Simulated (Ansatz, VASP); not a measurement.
# CdSe: VASP beside Ansatz

```
Cd Se
1.0
     0.00000    2.72482    2.72482
     2.72482    0.00000    2.72482
     2.72482    2.72482    0.00000
Cd Se
1 1
Cartesian
  0.0000 0.0000 0.0000
  2.7248 2.7248 2.7248
```

Change from the starting cell: volume scaled by 0.94, PAW files.

Alike in both runs: task single point; functional LDA; k mesh 12 × 12 × 12; occupations fermi-dirac, width 0.05 eV; no spin polarisation.

|  | VASP | Ansatz |
| --- | --- | --- |
| version | VASP 6.6.1 | Ansatz 0.2.0 |
| potentials or method | VASP PAW LDA potentials, release 64 (Cd, Se) | PAW with Ansatz's default frozen-core files, scalar-relativistic |
| plane-wave cutoff (eV) | 520 | 420 |
| valence electrons in the cell | 18 | 36 |

Ansatz gave:

```
pressure (GPa) : 5.7
```

Task: Estimate VASP's values.

Result: Pressure (GPa): 6.6.

LDA's correlation is that of Perdew and Zunger in VASP and of Perdew and Wang (1992) in Ansatz. VASP's potentials hold 18 valence electrons a cell and Ansatz's 36, so a difference there can come from the potentials and not from the codes.
